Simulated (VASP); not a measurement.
# Ag (P6_3/mmc) in VASP: a series of runs

Runs on Ag. Level: PBE. Tasks: vibrations by perturbation theory.

Program: VASP 6.6.1. These are calculated values, not measurements. Logs are shortened: lines on timing, memory, paths and dates and some standing lists are left out, and cuts for length are marked.

## Step 1: The cell of the first run

Symmetry: P6_3/mmc, No. 194, hexagonal system. The conventional cell has a = 2.869 Å, b = 2.869 Å, c = 4.706 Å, α = 90.00°, β = 90.00°, γ = 120.00°. Ag (site symmetry -6m2) has 12 Ag at 2.87 to 2.88 Å within 3.8 Å.

## Step 2: Vibrations by perturbation theory, PBE

INCAR

```
SYSTEM = Ag
ALGO = Normal
EDIFF = 1E-8
ENCUT = 520
GGA = PE
IBRION = 8
ISIF = 2
ISMEAR = -1
LASPH = .TRUE.
LCHARG = .FALSE.
LREAL = .FALSE.
LWAVE = .FALSE.
NBANDS = 18
NELM = 100
NSW = 1
PREC = Accurate
SIGMA = 0.15
```

KPOINTS

```
k-points
0
G
  18 18 10
  0 0 0
```

POSCAR

```
Ag
1.0
    2.8689472573      0.0000000000      0.0000000000
   -1.4344736287      2.4845812070      0.0000000000
    0.0000000000      0.0000000000      4.7056313984
Ag
2
Direct
    0.3333333333      0.6666666667      0.2500000000
    0.6666666667      0.3333333333      0.7500000000
```

Potentials or basis: VASP PAW PBE potentials, release 64 (Ag).

On the command line:

```console
> cat potpaw_PBE.64/Ag/POTCAR > POTCAR
> mpirun -np 1 vasp_std > vasp.out
```

OUTCAR:

```text
SYSTEM = Ag
   EDIFF = 1E-8
   ENCUT = 520
   GGA = PE
   IBRION = 8
   ISIF = 2
   ISMEAR = -1
   LASPH = .TRUE.
   LREAL = .FALSE.
   NELM = 100
   NSW = 1
   PREC = Accurate

 ion  position               nearest neighbor table
   1  0.333  0.667  0.250-   2 2.88   2 2.88   2 2.88   2 2.88   2 2.88   2 2.88
   2  0.667  0.333  0.750-   1 2.88   1 2.88   1 2.88   1 2.88   1 2.88   1 2.88

  LATTYP: Found a hexagonal cell.
 ALAT       =     2.8689472573
 C/A-ratio  =     1.6401944603

  Lattice vectors:

 A1 = (   2.8689472573,   0.0000000000,   0.0000000000)
 A2 = (  -1.4344736287,   2.4845812070,   0.0000000000)
 A3 = (   0.0000000000,   0.0000000000,   4.7056313984)

Analysis of symmetry for initial positions (statically):
=====================================================================
 Subroutine PRICEL returns:
 Original cell was already a primitive cell.

 Routine SETGRP: Setting up the symmetry group for a
 hexagonal supercell.

 Subroutine GETGRP returns: Found 24 space group operations
 (whereof 12 operations were pure point group operations)
 out of a pool of 24 trial point group operations.

The static configuration has the point symmetry D_3d.
 The point group associated with its full space group is D_6h.

Analysis of symmetry for dynamics (positions and initial velocities):
=====================================================================
 Subroutine PRICEL returns:
 Original cell was already a primitive cell.

 Routine SETGRP: Setting up the symmetry group for a
 hexagonal supercell.

 Subroutine GETGRP returns: Found 24 space group operations
 (whereof 12 operations were pure point group operations)
 out of a pool of 24 trial point group operations.

The dynamic configuration has the point symmetry D_3d.
 The point group associated with its full space group is D_6h.

 Subroutine INISYM returns: Found 24 space group operations
 (whereof 12 operations are pure point group operations),
 and found     1 'primitive' translations

----------------------------------------------------------------------------------------

                                     Primitive cell

  volume of cell :      33.5424

  direct lattice vectors                    reciprocal lattice vectors
     2.868947257  0.000000000  0.000000000     0.348559911  0.201241158  0.000000000
    -1.434473629  2.484581207  0.000000000     0.000000000  0.402482317  0.000000000
     0.000000000  0.000000000  4.705631398     0.000000000  0.000000000  0.212511333

  length of vectors
     2.868947257  2.868947257  4.705631398     0.402482317  0.402482317  0.212511333

  position of ions in fractional coordinates (direct lattice)
     0.333333333  0.666666667  0.250000000
     0.666666667  0.333333333  0.750000000

  ion indices of the primitive-cell ions
   primitive index   ion index
                 1           1
                 2           2

----------------------------------------------------------------------------------------

 KPOINTS: k-points

Automatic generation of k-mesh.
 Grid dimensions read from file:
 generate k-points for:   18   18   10

 Generating k-lattice:

  Cartesian coordinates                     Fractional coordinates (reciprocal lattice)
     0.019364439  0.011180064  0.000000000     0.055555556 -0.000000000  0.000000000
     0.000000000  0.022360129  0.000000000     0.000000000  0.055555556  0.000000000
     0.000000000  0.000000000  0.021251133     0.000000000  0.000000000  0.100000000

  Length of vectors
     0.022360129  0.022360129  0.021251133

  Shift w.r.t. Gamma in fractional coordinates (k-lattice)
     0.000000000  0.000000000  0.000000000

 Subroutine IBZKPT returns following result:
 ===========================================

 Found    222 irreducible k-points:

 Following reciprocal coordinates:
            Coordinates               Weight
  0.000000  0.000000  0.000000      1.000000
  0.055556  0.000000  0.000000      6.000000
  0.111111  0.000000  0.000000      6.000000
  0.166667  0.000000  0.000000      6.000000
  0.222222  0.000000  0.000000      6.000000
  0.277778  0.000000  0.000000      6.000000
[... 16 lines left out ...]
  0.333333  0.111111  0.000000     12.000000
  0.388889  0.111111  0.000000     12.000000
 [... further k-points ...]
   k-points           NKPTS =    222   k-points in BZ     NKDIM =    222   number of bands    NBANDS=     18
   number of dos      NEDOS =    301   number of ions     NIONS =      2
   total plane-waves  NPLWV =  20736
   dimension x,y,z NGX =    24 NGY =   24 NGZ =   36
   dimension x,y,z NGXF=    48 NGYF=   48 NGZF=   72
   ions per type =               2
   NGX,Y,Z   is equivalent  to a cutoff of  13.91, 13.91, 12.72 a.u.
   NGXF,Y,Z  is equivalent  to a cutoff of  27.81, 27.81, 25.44 a.u.
 SYSTEM =  Ag
   PREC   = accura    normal or accurate (medium, high low for compatibility)
   ISTART =      0    job   : 0-new  1-cont  2-samecut
   ICHARG =      2    charge: 1-file 2-atom 10-const
   ISPIN  =      1    spin polarized calculation?
   LNONCOLLINEAR =      F non collinear calculations
   LSORBIT =      F    spin-orbit coupling
   LASPH  =      T    aspherical Exc in radial PAW
   ENCUT  =  520.0 eV  38.22 Ry    6.18 a.u.   5.33  5.33  8.75*2*pi/ulx,y,z
   NELM   =    100;   NELMIN=  2; NELMDL= -5     # of ELM steps
   EDIFF  = 0.1E-07   stopping-criterion for ELM
   LREAL  =      F    real-space projection
   EDIFFG = 0.1E-06   stopping-criterion for IOM
   NSW    =      1    number of steps for IOM
   IBRION =      8    ionic relax: 0-MD 1-quasi-New 2-CG
   NFREE  =      0    steps in history (QN), initial steepest desc. (CG)
   ISIF   =      2    stress and relaxation
   ISYM   =      2    0-nonsym 1-usesym 2-fastsym
   POTIM  = 0.5000    time-step for ionic-motion
   TEBEG  =    0.0;   TEEND  =   0.0 temperature during run
   PSTRESS=    0.0 pullay stress
   NELECT =      22.0000    total number of electrons
   NUPDOWN=      -1.0000    fix difference up-down
   EMIN   =  10.00;   EMAX   =-10.00  energy-range for DOS
   EFERMI =   0.00;   METHOD = LEGACY
   ISMEAR =    -1;   SIGMA  =   0.15  broadening in eV -4-tet -1-fermi 0-gaus
   EFERMI_NEDOS =   21; number of points for ismear=-14 and -15
   IALGO  =     38    algorithm
   IMIX   =      4    mixing-type and parameters
     AMIX     =   0.40;   BMIX     =  1.00
     AMIX_MAG =   1.60;   BMIX_MAG =  1.00
  volume/ion in A,a.u.               =      16.77       113.18
  Fermi-wavevector in a.u.,A,eV,Ry     =   1.422387  2.687922 27.527108  2.023185
  Thomas-Fermi vector in A             =   2.543096
   LORBIT       =      0    0 simple, 1 ext, 2 COOP (PROOUT), +10 PAW based schemes
   GGA     = PE    functional components
   LHFCALC =     F    Hartree Fock is set to
   AEXX    =    0.0000 exact exchange contribution
   IVDW    =     0    specifies the selected vdW correction
   LEPSILON=     F    determine dielectric tensor
   LRPA    =     F    only Hartree local field effects (RPA)
 non-spin polarized calculation
  energy-cutoff  :      520.00
  volume of cell :       33.54
 maximum number of plane-waves:       920
 NGX is ok and might be reduce to    24
   NGX = 11   NGY = 11   NGZ = 17

--------------------------------------- Ionic step        1  -------------------------------------------

 number of electron      21.9999997 magnetization

 Free energy of the ion-electron system (eV)
  ---------------------------------------------------
  ext. energy  EPLUGINS =         0.00000000
  ---------------------------------------------------
  free energy    TOTEN  =        -5.40414175 eV

  energy without entropy =       -5.36264103  energy(sigma->0) =       -5.38339139

 E-fermi :   8.6760     XC(G=0): -12.3080

 val. band max:        8.6700651564   @ k =   0.3889   0.0556   0.5000
 cond. band min:       8.6796632036   @ k =   0.3333   0.0556   0.4000
 fundamental gap:      0.0095980471
 Fermi energy:         8.6759784799

 k-point     1 :       0.0000    0.0000    0.0000
  band No.  band energies     occupation
      1       0.7715      2.00000
      2       2.1526      2.00000
      3       3.7696      2.00000
      4       3.8830      2.00000
      5       3.8830      2.00000
      6       4.1256      2.00000
[... 481 lines left out ...]
      5       4.1118      2.00000
      6       4.3146      2.00000
[... 10 lines left out ...]
     17      19.8187      0.00000
     18      23.8821      0.00000

 [... further k-points ...]
[... 5 lines left out ...]
  --------------------------------------------------------------------------------------
  -------------------------------------------------------------------------------------
  Total        1.4285028      1.4285028      1.4270586     -0.0000000      0.0000000     -0.0000000
  in kB       68.2335593     68.2335593     68.1645740     -0.0000000      0.0000000     -0.0000000
  external PRESSURE =      68.2105642 kB  Pullay stress =       0.0000000 kB

 VOLUME and BASIS-vectors are now :
 -----------------------------------------------------------------------------
  energy-cutoff  :      520.00
  volume of cell :       33.54
      direct lattice vectors                 reciprocal lattice vectors
     2.868947257  0.000000000  0.000000000     0.348559911  0.201241158  0.000000000
    -1.434473629  2.484581207  0.000000000     0.000000000  0.402482317  0.000000000
     0.000000000  0.000000000  4.705631398     0.000000000  0.000000000  0.212511333

 POSITION                                       TOTAL-FORCE (eV/Angst)
 -----------------------------------------------------------------------------------
     -0.00000      1.65639      1.17641        -0.000000      0.000000      0.000000
      1.43447      0.82819      3.52922         0.000000      0.000000      0.000000
 -----------------------------------------------------------------------------------
    total drift:                                0.000000     -0.000000      0.000000

  FREE ENERGIE OF THE ION-ELECTRON SYSTEM (eV)
  ---------------------------------------------------
  free  energy   TOTEN  =        -5.4041417523 eV

  energy  without entropy=       -5.3626410264  energy(sigma->0) =       -5.38339139

[... ionic steps 2 to 3 ...]

--------------------------------------- Ionic step        4  -------------------------------------------

------------------------ aborting loop because EDIFF is reached ----------------------------------------

[... ionic steps 5 to 5 ...]

--------------------------------------- Ionic step        6  -------------------------------------------

 Free energy of the ion-electron system (eV)
  ---------------------------------------------------
  ---------------------------------------------------
  free energy    TOTEN  =        -0.31509540 eV

  energy without entropy =       -0.31509539

------------------------ aborting loop because EDIFF is reached ----------------------------------------

 INTERNAL STRAIN TENSOR  FOR ION    1  DIRECTION 3   (eV/Angst):
 -----------------------------------------------------------------------------
     0.00382 -0.00000 -0.00000
    -0.00000  0.00382  0.00000
     0.00000 -0.00000 -0.00144

 INTERNAL STRAIN TENSOR FOR ION    2 for displacements in x,y,z  (eV/Angst):
          X           Y           Z          XY          YZ          ZX
  --------------------------------------------------------------------------------
  x    -0.00000     0.00000     0.00000     1.38039     0.00000     0.00000
  y     1.38039    -1.38039    -0.00000     0.00000     0.00000     0.00000
  z    -0.00000     0.00000    -0.00000     0.00000    -0.00000     0.00000

 SECOND DERIVATIVES (NOT SYMMETRIZED)
 ------------------------------------
               1X          1Y          1Z          2X          2Y          2Z
  1X    -1.058682    0.000000    0.000000    1.058682   -0.000000    0.000000
  1Y     0.000000   -1.058682    0.000000   -0.000000    1.058682    0.000000
  1Z     0.000000    0.000000   -6.717504   -0.000000    0.000000    6.717504
  2X     1.058682   -0.000000    0.000000   -1.058682    0.000000    0.000000
  2Y    -0.000000    1.058682    0.000000    0.000000   -1.058682    0.000000
  2Z    -0.000000    0.000000    6.717504    0.000000    0.000000   -6.717504

 Eigenvectors and eigenvalues of the dynamical matrix
 ----------------------------------------------------

   1 f  =    5.517259 THz    34.665961 2PiTHz  184.035954 cm-1    22.817540 meV
             X         Y         Z           dx          dy          dz
     -0.000000  1.656387  1.176408     0.000000    0.000000   -0.707107
      1.434474  0.828194  3.529224    -0.000000    0.000000    0.707107
[... 16 lines left out ...]
   5 f  =    0.000000 THz     0.000000 2PiTHz    0.000000 cm-1     0.000000 meV
             X         Y         Z           dx          dy          dz
     -0.000000  1.656387  1.176408    -0.000000    0.000000    0.707107
      1.434474  0.828194  3.529224     0.000000    0.000000    0.707107

   6 f/i=    0.000000 THz     0.000000 2PiTHz    0.000001 cm-1     0.000000 meV
             X         Y         Z           dx          dy          dz
     -0.000000  1.656387  1.176408    -0.367726   -0.603968    0.000000
      1.434474  0.828194  3.529224    -0.367726   -0.603968    0.000000

--------------------------------------------------------------------------------------------------------

 ELASTIC MODULI CONTR FROM IONIC RELAXATION (kBar)
 Direction    XX          YY          ZZ          XY          YZ          ZX
 --------------------------------------------------------------------------------
 XX         -85.9720     85.9720      0.0000      0.0000      0.0000     -0.0000
 YY          85.9720    -85.9720     -0.0000      0.0000     -0.0000      0.0000
 ZZ           0.0000     -0.0000     -0.0000     -0.0000     -0.0000      0.0000
 XY           0.0000      0.0000     -0.0000    -85.9720      0.0000     -0.0000
 YZ           0.0000     -0.0000     -0.0000      0.0000     -0.0000      0.0000
 ZX          -0.0000      0.0000      0.0000     -0.0000      0.0000     -0.0000
 --------------------------------------------------------------------------------
```

Run time: 9.4 min. Hardware: 1 thread of Intel Xeon Platinum 8488C (Sapphire Rapids), shared host; peak memory 1.1 GiB.

Results:

- Highest phonon frequency at Γ: 184 cm⁻¹

Phonon frequencies in cm⁻¹ (negative: imaginary):
```csv
q point,frequencies
"(0.000, 0.000, 0.000)",0 0 0 73 73 184
```

Caveat: the cell wasn't relaxed at this level first, which shifts response properties.

## Step 3: Vibrations by perturbation theory, PBE (phonons at volume x 0.98)

INCAR

```
SYSTEM = Ag
  PREC = Accurate
  ENCUT = 520
  EDIFF = 1E-8
  ISMEAR = -1
  SIGMA = 0.15
  LREAL = .FALSE.
  LASPH = .TRUE.
  NELM = 100
  ALGO = Fast
  ISIF = 2
  LWAVE = .FALSE.
  LCHARG = .FALSE.
  GGA = PE
  IBRION = 8
  NSW = 1
```

KPOINTS

```
Automatic mesh
0
G
  18 18 10
  0 0 0
```

POSCAR

```
Ag
1.0
    2.9111627417      0.0000000000      0.0000000000
   -1.4555813709      2.5211408889      0.0000000000
    0.0000000000      0.0000000000      4.7765076504
Ag
2
Direct
    0.3333333333      0.6666666667      0.2500000000
    0.6666666667      0.3333333333      0.7500000000
```

Potentials or basis: VASP PAW PBE potentials, release 64 (Ag).

On the command line:

```console
> cat potpaw_PBE.64/Ag/POTCAR > POTCAR
> mpirun -np 1 vasp_std > vasp.out
```

OUTCAR:

```text
SYSTEM = Ag
   PREC = Accurate
   ENCUT = 520
   EDIFF = 1E-8
   ISMEAR = -1
   LREAL = .FALSE.
   LASPH = .TRUE.
   NELM = 100
   ISIF = 2
   GGA = PE
   IBRION = 8
   NSW = 1

 ion  position               nearest neighbor table
   1  0.333  0.667  0.250-   2 2.92   2 2.92   2 2.92   2 2.92   2 2.92   2 2.92
   2  0.667  0.333  0.750-   1 2.92   1 2.92   1 2.92   1 2.92   1 2.92   1 2.92

  LATTYP: Found a hexagonal cell.
 ALAT       =     2.9111627417
 C/A-ratio  =     1.6407559708

  Lattice vectors:

 A1 = (   2.9111627417,   0.0000000000,   0.0000000000)
 A2 = (  -1.4555813709,   2.5211408889,   0.0000000000)
 A3 = (   0.0000000000,   0.0000000000,   4.7765076504)

Analysis of symmetry for initial positions (statically):
=====================================================================
 Subroutine PRICEL returns:
 Original cell was already a primitive cell.
[... 669 lines left out ...]
     0.00342 -0.00000  0.00000
    -0.00000  0.00342  0.00000
     0.00000  0.00000 -0.00106

 INTERNAL STRAIN TENSOR FOR ION    2 for displacements in x,y,z  (eV/Angst):
          X           Y           Z          XY          YZ          ZX
  --------------------------------------------------------------------------------
  x    -0.00000     0.00000     0.00000     1.10891     0.00000     0.00000
  y     1.10891    -1.10891     0.00000     0.00000     0.00000     0.00000
  z    -0.00000     0.00000     0.00000     0.00000     0.00000     0.00000

 SECOND DERIVATIVES (NOT SYMMETRIZED)
 ------------------------------------
               1X          1Y          1Z          2X          2Y          2Z
  1X    -0.891081    0.000000    0.000000    0.891081   -0.000000    0.000000
  1Y     0.000000   -0.891081    0.000000   -0.000000    0.891081    0.000000
  1Z     0.000000    0.000000   -5.330382   -0.000000    0.000000    5.330382
  2X     0.891081   -0.000000    0.000000   -0.891081    0.000000    0.000000
  2Y    -0.000000    0.891081    0.000000    0.000000   -0.891081    0.000000
  2Z    -0.000000    0.000000    5.330382    0.000000    0.000000   -5.330382

 Eigenvectors and eigenvalues of the dynamical matrix
 ----------------------------------------------------

   1 f  =    4.914718 THz    30.880082 2PiTHz  163.937334 cm-1    20.325630 meV
             X         Y         Z           dx          dy          dz
     -0.000000  1.680761  1.194127    -0.000000    0.000000    0.707107
      1.455581  0.840380  3.582381     0.000000   -0.000000   -0.707107
[... 16 lines left out ...]
   5 f  =    0.000000 THz     0.000000 2PiTHz    0.000001 cm-1     0.000000 meV
             X         Y         Z           dx          dy          dz
     -0.000000  1.680761  1.194127     0.704589   -0.045307    0.038746
      1.455581  0.840380  3.582381     0.704589   -0.045307    0.038746

   6 f/i=    0.000000 THz     0.000000 2PiTHz    0.000001 cm-1     0.000000 meV
             X         Y         Z           dx          dy          dz
     -0.000000  1.680761  1.194127     0.008854   -0.374953   -0.599443
      1.455581  0.840380  3.582381     0.008854   -0.374953   -0.599443

--------------------------------------------------------------------------------------------------------

 ELASTIC MODULI CONTR FROM IONIC RELAXATION (kBar)
 Direction    XX          YY          ZZ          XY          YZ          ZX
 --------------------------------------------------------------------------------
 XX         -63.0684     63.0684      0.0000      0.0000      0.0000      0.0000
 YY          63.0684    -63.0684      0.0000      0.0000      0.0000      0.0000
 ZZ           0.0000      0.0000     -0.0000     -0.0000      0.0000     -0.0000
 XY           0.0000      0.0000     -0.0000    -63.0684      0.0000     -0.0000
 YZ           0.0000      0.0000      0.0000      0.0000      0.0000      0.0000
 ZX           0.0000      0.0000     -0.0000     -0.0000      0.0000     -0.0000
 --------------------------------------------------------------------------------
```

Wall time 8.5 min (1 thread of Intel Xeon Platinum 8488C (Sapphire Rapids), shared host); peak memory 1 GiB.

Results:

```
Highest phonon frequency at Γ : 164 cm⁻¹
```

Phonon frequencies in cm⁻¹ (negative: imaginary):
| q point | frequencies |
| --- | --- |
| (0.000, 0.000, 0.000) | 0 0 0 67 67 164 |

Caveat: the cell differs from its parent crystal (phonons at volume x 0.98); the cell wasn't relaxed at this level first, which shifts response properties.
